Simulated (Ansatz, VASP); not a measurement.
Two plane-wave programs on Ga7As

POSCAR

```
Ga7As
1.0
    0.0000000000      4.2486592015      4.2486592015
    4.2486592015      0.0000000000      4.2486592015
    4.2486592015      4.2486592015      0.0000000000
Ga As
7 1
Direct
    0.5000000000      0.5000000000      0.5000000000
    0.0000000000      0.0000000000      0.5000000000
    0.5000000000      0.0000000000      0.5000000000
    0.0000000000      0.5000000000      0.5000000000
    0.5000000000      0.5000000000      0.0000000000
    0.0000000000      0.5000000000      0.0000000000
    0.5000000000      0.0000000000      0.0000000000
    0.0000000000      0.0000000000      0.0000000000
```

The input INCAR.step1:

```
PREC = Accurate
ENCUT = 550
ISMEAR = 0
SIGMA = 0.1
LREAL = False
LASPH = True
NELM = 120
NBANDS = 58
GGA = PE
ALGO = Normal
EDIFF = 1E-5
LWAVE = True
LCHARG = False
GGA_COMPAT = False
```

File INCAR.step2:

```
PREC = Accurate
ENCUT = 550
EDIFF = 1E-6
ISMEAR = 0
SIGMA = 0.1
LREAL = False
LASPH = True
NELM = 120
ALGO = Normal
ISIF = 2
LWAVE = False
LCHARG = False
METAGGA = R2SCAN
LMIXTAU = True
NBANDS = 58
ISTART = 1
GGA_COMPAT = False
```

Contents of KPOINTS:

```
regular mesh
0
Gamma
  6 6 6
```

Input for Ansatz:

```yaml
crystal:
  lattice:
    - [0.0, 4.2486592015, 4.2486592015]
    - [4.2486592015, 0.0, 4.2486592015]
    - [4.2486592015, 4.2486592015, 0.0]
  atoms:
    - { symbol: Ga, position: [0.5, 0.5, 0.5] }
    - { symbol: Ga, position: [0.0, 0.0, 0.5] }
    - { symbol: Ga, position: [0.5, 0.0, 0.5] }
    - { symbol: Ga, position: [0.0, 0.5, 0.5] }
    - { symbol: Ga, position: [0.5, 0.5, 0.0] }
    - { symbol: Ga, position: [0.0, 0.5, 0.0] }
    - { symbol: Ga, position: [0.5, 0.0, 0.0] }
    - { symbol: As, position: [0.0, 0.0, 0.0] }
basis:
  ecutwfc: 500
kpoints:
  mp_grid: { grid: [6, 6, 6] }
hamiltonian:
  xc: r2scan
scf:
  occupations: { method: gaussian, width: 0.1 }
output:
  forces: true
  stress: true
  eigenvalues: true
```

Alike in both runs: task single point; functional r2SCAN; k mesh 6 × 6 × 6; occupations gaussian, width 0.1 eV; no spin polarisation.

```csv
,VASP,Ansatz
version,VASP 6.6.1,Ansatz 0.2.0
potentials or method,"VASP PAW PBE potentials, release 64 (Ga_d, As), cutoff 550 eV","scalar-relativistic, plane waves, PAW"
valence electrons in the cell,96,106
```

|  | VASP | Ansatz | Ansatz less VASP |
| --- | --- | --- | --- |
| gap on the k mesh at the Fermi level (eV) | none | none | - |
| pressure (GPa) | -2.6 | -2.6 | -0.06 |

VASP's potentials were made for PBE, not for r2SCAN. A gap of «none» marks a metal or a gap that the smearing closes. The functional is the same, so the differences come from potentials, cutoffs and numerics. VASP's potentials hold 96 valence electrons a cell and Ansatz's 106, so a difference there can come from the potentials and not from the codes.
